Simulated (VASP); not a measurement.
# CoO (Pm-3m) in VASP: notebook, part 2 of 2

VASP 6.6.1. Earlier steps stand in the parts before.

**4. Single point, PBEsol, collinear spin, ferromagnetic start**

Contents of INCAR:

```
PREC = Accurate
ENCUT = 520
EDIFF = 1E-6
ISMEAR = 0
SIGMA = 0.1
LREAL = F
LASPH = T
NELM = 150
ALGO = Normal
ISIF = 2
LWAVE = F
LCHARG = T
ISPIN = 2
MAGMOM = 0.54 0.01
LORBIT = 11
NUPDOWN = 0.5
LMAXMIX = 4
GGA = PS
LELF = T
LVHAR = T
NBANDS = 18
```

Contents of KPOINTS:

```
Automatic mesh
0
Gamma
  16 16 16
```

Contents of POSCAR:

```
CoO
1.0
    2.5724609762      0.0000000000      0.0000000000
    0.0000000000      2.5724609762      0.0000000000
    0.0000000000      0.0000000000      2.5724609762
Co O
1 1
Direct
    0.0000000000      0.0000000000      0.0000000000
    0.5000000000      0.5000000000      0.5000000000
```

Potentials or basis: VASP PAW PBE potentials, release 64 (Co, O).

Run with:

```bash
cat potpaw_PBE.64/Co/POTCAR potpaw_PBE.64/O/POTCAR > POTCAR
mpirun -np 1 vasp_std > vasp.out
```

OUTCAR:

```text
PREC = Accurate
   ENCUT = 520
   EDIFF = 1E-6
   ISMEAR = 0
   LREAL = F
   LASPH = T
   NELM = 150
   ISIF = 2
   ISPIN = 2
   LORBIT = 11
   NUPDOWN = 0.5
   GGA = PS

 ion  position               nearest neighbor table
   1  0.000  0.000  0.000-   2 2.23   2 2.23   2 2.23   2 2.23   2 2.23   2 2.23   2 2.23   2 2.23

   2  0.500  0.500  0.500-   1 2.23   1 2.23   1 2.23   1 2.23   1 2.23   1 2.23   1 2.23   1 2.23

  LATTYP: Found a simple cubic cell.
 ALAT       =     2.5724609762

  Lattice vectors:

 A1 = (   2.5724609762,   0.0000000000,   0.0000000000)
 A2 = (   0.0000000000,   2.5724609762,   0.0000000000)
 A3 = (   0.0000000000,   0.0000000000,   2.5724609762)

Analysis of symmetry for initial positions (statically):
=====================================================================
 Subroutine PRICEL returns:
 Original cell was already a primitive cell.

 Routine SETGRP: Setting up the symmetry group for a
 simple cubic supercell.

 Subroutine GETGRP returns: Found 48 space group operations
 (whereof 48 operations were pure point group operations)
 out of a pool of 48 trial point group operations.

The static configuration has the point symmetry O_h .

Analysis of symmetry for dynamics (positions and initial velocities):
=====================================================================
 Subroutine PRICEL returns:
 Original cell was already a primitive cell.

 Routine SETGRP: Setting up the symmetry group for a
 simple cubic supercell.

 Subroutine GETGRP returns: Found 48 space group operations
 (whereof 48 operations were pure point group operations)
 out of a pool of 48 trial point group operations.

The dynamic configuration has the point symmetry O_h .

Analysis of structural, dynamic, and magnetic symmetry:
=====================================================================
 Subroutine PRICEL returns:
 Original cell was already a primitive cell.

 Routine SETGRP: Setting up the symmetry group for a
 simple cubic supercell.

[... 140 lines left out ...]
 NGX is ok and might be reduce to    20
   NGX =  9   NGY =  9   NGZ =  9

 number of electron      15.0000019 magnetization       0.5000875

 Free energy of the ion-electron system (eV)
  ---------------------------------------------------
  ext. energy  EPLUGINS =         0.00000000
  ---------------------------------------------------
  free energy    TOTEN  =       -13.00128794 eV

  energy without entropy =      -12.98435617  energy(sigma->0) =      -12.99282205

 E-fermi :   9.2514     XC(G=0): -13.5645

 val. band max:        9.2401803300   @ k =   0.1250   0.1250   0.0625
 cond. band min:       9.0032053324   @ k =   0.5000   0.3125   0.1875
 fundamental gap:     -0.2369749975
 Fermi energy:         9.0026636718

 spin component 1

 k-point     1 :       0.0000    0.0000    0.0000
  band No.  band energies     occupation
      1     -11.7113      1.00000
      2       5.7925      1.00000
      3       5.7925      1.00000
      4       6.0258      1.00000
      5       6.0258      1.00000
      6       6.0258      1.00000
[... 493 lines left out ...]
     17      38.1788      0.00000
     18      41.2243      0.00000

 [... further k-points ...]

 spin component 2

 k-point     1 :       0.0000    0.0000    0.0000
  band No.  band energies     occupation
      1     -11.6985      1.00000
      2       6.0399      1.00000
      3       6.0399      1.00000
      4       6.0399      1.00000
      5       6.3767      1.00000
      6       6.3767      1.00000
[... 493 lines left out ...]
     17      38.2305      0.00000
     18      41.3079      0.00000

 [... further k-points ...]
[... 5 lines left out ...]
  --------------------------------------------------------------------------------------
  -------------------------------------------------------------------------------------
  Total       -1.6211931     -1.6211931     -1.6211931     -0.0000000     -0.0000000     -0.0000000
  in kB     -152.5804642   -152.5804642   -152.5804642     -0.0000000     -0.0000000     -0.0000000
  external PRESSURE =    -152.5804642 kB  Pullay stress =       0.0000000 kB

 VOLUME and BASIS-vectors are now :
 -----------------------------------------------------------------------------
  energy-cutoff  :      520.00
  volume of cell :       17.02
      direct lattice vectors                 reciprocal lattice vectors
     2.572460976  0.000000000  0.000000000     0.388732816  0.000000000  0.000000000
     0.000000000  2.572460976  0.000000000     0.000000000  0.388732816  0.000000000
     0.000000000  0.000000000  2.572460976     0.000000000  0.000000000  0.388732816

 POSITION                                       TOTAL-FORCE (eV/Angst)
 -----------------------------------------------------------------------------------
      0.00000      0.00000      0.00000         0.000000      0.000000      0.000000
      1.28623      1.28623      1.28623         0.000000      0.000000      0.000000
 -----------------------------------------------------------------------------------
    total drift:                                0.000000      0.000000      0.000000

  FREE ENERGIE OF THE ION-ELECTRON SYSTEM (eV)
  ---------------------------------------------------
  free  energy   TOTEN  =       -13.0012879382 eV

  energy  without entropy=      -12.9843561668  energy(sigma->0) =      -12.99282205

 total charge

# of ion       s       p       d       tot
------------------------------------------
    1        0.302   0.374   7.320   7.997
    2        1.598   3.255   0.000   4.853
--------------------------------------------------
tot          1.901   3.629   7.320  12.850

 magnetization (x)

# of ion       s       p       d       tot
------------------------------------------
    1       -0.001  -0.002   0.498   0.494
    2       -0.000   0.008   0.000   0.008
--------------------------------------------------
tot         -0.001   0.006   0.498   0.502
```

It took 70 s on 1 thread of Intel Xeon 6975P-C (Granite Rapids), shared host; peak memory 0.19 GiB.

What came out:

```yaml
Free_energy: -13.0013 eV
Pressure: -15.3 GPa
Net_moment: 0.50 μB per cell
Site_moments: Co +0.49; O +0.01 μB
Valence_electrons_inside_the_program's_atomic_spheres: Co 8.00; O 4.85
```

Caveat: the PAW data sets were made with another functional, which shifts forces and pressure a little; the total moment is fixed, so each spin has its own Fermi level; a cell with one magnetic atom can't hold antiferromagnetic order, which such compounds often take.

**5. Single point, PBEsol, collinear spin, ferromagnetic start**

Contents of INCAR:

```
SYSTEM = CoO
ALGO = Normal
EDIFF = 1E-6
ENCUT = 520
GGA = PS
ISIF = 2
ISMEAR = 0
ISPIN = 2
LASPH = .TRUE.
LCHARG = .FALSE.
LMAXMIX = 4
LORBIT = 11
LREAL = .FALSE.
LWAVE = .FALSE.
MAGMOM = 1.04 0.05
NBANDS = 18
NELM = 150
NUPDOWN = 1.0
PREC = Accurate
SIGMA = 0.1
```

Contents of KPOINTS:

```
k-points
0
G
  16 16 16
  0 0 0
```

POSCAR is that of step 4.

Run with:

```bash
cat potpaw_PBE.64/Co/POTCAR potpaw_PBE.64/O/POTCAR > POTCAR
mpirun -np 1 vasp_std > vasp.out
```

Wall time 69 s (1 thread of Intel Xeon 6975P-C (Granite Rapids), shared host); peak memory 0.19 GiB.

It converged, with:

```yaml
Free_energy: -13.0743 eV
Pressure: -14.1 GPa
Net_moment: 1.00 μB per cell
Site_moments: Co +0.95; O +0.05 μB
Valence_electrons_inside_the_program's_atomic_spheres: Co 7.99; O 4.86
```

Caveat: the PAW data sets were made with another functional, which shifts forces and pressure a little; the total moment is fixed, so each spin has its own Fermi level; a cell with one magnetic atom can't hold antiferromagnetic order, which such compounds often take.

**6. Overview**

| fixed moment (μB) | pressure (GPa) | moment (μB) |
| --- | --- | --- |
| - | -0.4 | 3.00 |
| 0.5 | -15.3 | 0.50 |
| 1.0 | -14.1 | 1.00 |

Alike in all rows: task single point; level PBEsol; potentials or basis VASP PAW PBE potentials, release 64 (Co, O); spin collinear, ferromagnetic start; cell as given; k mesh 16 × 16 × 16; cutoff (eV) 520; smearing gaussian 0.1 eV.

Caveats: the PAW data sets were made with another functional, which shifts forces and pressure a little; a cell with one magnetic atom can't hold antiferromagnetic order, which such compounds often take; the total moment is fixed, so each spin has its own Fermi level (some runs); semilocal functionals often make such compounds metallic where correlation or magnetic order opens a gap, which also shifts bond lengths (some runs).

Total energies depend on the potentials used, so only differences within one code and one set of settings carry meaning.
